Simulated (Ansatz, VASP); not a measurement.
One calculation of AlAs, two programs

```xyz
2
Lattice="0.0000 2.8304 2.8304 2.8304 0.0000 2.8304 2.8304 2.8304 0.0000" Properties=species:S:1:pos:R:3 pbc="T T T"
Al    0.0000    0.0000    0.0000
As    1.4152    1.4152    1.4152
```

Alike in both runs: task single point; functional BLYP; k mesh 6 × 6 × 6; no spin polarisation.

|  | VASP | Ansatz |
| --- | --- | --- |
| version | VASP 6.6.1 | Ansatz 0.2.0 |
| potentials or method | VASP PAW PBE potentials, release 64 (Al, As) | plane waves, PAW |
| plane-wave cutoff (eV) | 500 | 420 |
| occupations | gaussian, width 0.01 eV | fixed |
| valence electrons in the cell | 8 | 18 |

|  | VASP | Ansatz | Ansatz less VASP |
| --- | --- | --- | --- |
| pressure (GPa) | 5.4 | 4.9 | -0.45 |

VASP's potentials were made for PBE, not for BLYP. VASP's potentials hold 8 valence electrons a cell and Ansatz's 18, so a difference there can come from the potentials and not from the codes.
